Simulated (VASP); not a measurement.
Wanted: the native input for a VASP 6.6.1 run.

- Task: single point
- Functional: PBE
- Potentials or basis: VASP PAW PBE potentials, release 64 (Li_sv, Cl)
- Cutoff: 520 eV
- k mesh: 6 × 6 × 2
- Occupations: gaussian, width 0.1 eV
- Spin: no spin polarisation
- Dipole correction: no
- Further INCAR settings: ALGO = Normal; EDIFF = 1e-06; NBANDS = 28

The structure of Li5Cl3 lies in POSCAR:

```
Li5Cl3
1.0
    3.4837717800      0.0000000000      0.0000000000
    0.0000000000      3.4837717800      0.0000000000
    0.0000000000      0.0000000000     12.2097497800
Li Cl
5 3
Direct
    0.0000000000      0.0000000000      0.2500000000
    0.0000000000      0.0000000000      0.7500000000
    0.0000000000      0.0000000000      0.0000000000
    0.5000000000      0.5000000000      0.3750000000
    0.5000000000      0.5000000000      0.6250000000
    0.5000000000      0.5000000000      0.1250000000
    0.5000000000      0.5000000000      0.8750000000
    0.0000000000      0.0000000000      0.5000000000
```

These files were run (other wordings do the same):

INCAR

```
PREC     = Accurate       # precision mode
ENCUT    = 520            # plane-wave cutoff, eV
EDIFF    = 1E-6           # SCF threshold, eV
ISMEAR   = 0              # smearing method
SIGMA    = 0.1            # smearing width, eV
LREAL    = False          # projectors in reciprocal space
LASPH    = True           # aspherical terms in the spheres
NELM     = 100            # most SCF steps
ALGO     = Normal         # electronic algorithm
ISIF     = 2              # what is computed and relaxed
LWAVE    = False          # write WAVECAR
LCHARG   = False          # write CHGCAR
GGA      = PE             # functional
NBANDS   = 28             # bands
```

KPOINTS

```
regular mesh
0
Gamma
  6 6 2
```

Potentials or basis: VASP PAW PBE potentials, release 64 (Li_sv, Cl).

The run is started by

```bash
$ cat potpaw_PBE.64/Li_sv/POTCAR potpaw_PBE.64/Cl/POTCAR > POTCAR
$ mpirun -np 1 vasp_std > vasp.out
```

Results of the run:

The largest force is 0.631 eV/Å and the band gap on the k mesh is zero (band 18 reaches 4.61 eV, above the bottom of band 19 at 3.24 eV).

It took 52 s on 1 thread of Intel(R) Xeon(R) 6975P-C (Granite Rapids), on a shared host, peak memory 0.28 GiB.
